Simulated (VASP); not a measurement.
A run of VASP 6.6.1 is set up as follows.

Contents of INCAR:

```
SYSTEM = SrTiO3
PREC = Accurate ; ENCUT = 520
EDIFF = 1E-6 ; ISMEAR = 0
SIGMA = 0.1 ; LREAL = .False.
LASPH = .True. ; NELM = 100
ALGO = Normal ; ISIF = 2
LWAVE = .False. ; LCHARG = .True.
GGA = PE ; LELF = .True.
LVHAR = .True. ; NBANDS = 28
```

File KPOINTS:

```
regular mesh
0
Gamma
  6 6 6
  0 0 0
```

Contents of POSCAR:

```
SrTiO3
1.0
    3.9308045286      0.0000000000      0.0000000000
    0.0000000000      3.9308045286      0.0000000000
    0.0000000000      0.0000000000      3.9308045286
Sr Ti O
1 1 3
Direct
    0.5000000000      0.5000000000      0.5000000000
    0.0000000000      0.0000000000      0.0000000000
    0.5000000000      0.0000000000      0.0000000000
    0.0000000000      0.5000000000      0.0000000000
    0.0000000000      0.0000000000      0.5000000000
```

Potentials or basis: VASP PAW PBE potentials, release 64 (Sr_sv, Ti_sv, O).

Run with:

```bash
$ cat potpaw_PBE.64/Sr_sv/POTCAR potpaw_PBE.64/Ti_sv/POTCAR potpaw_PBE.64/O/POTCAR > POTCAR
$ mpirun -np 1 vasp_std > vasp.out
```

(1) Estimate the band gap on the k mesh.

(2) Predict the pressure.

Results:

(1) 1.82 eV (least direct gap 2.18 eV).

(2) 1.4 GPa.
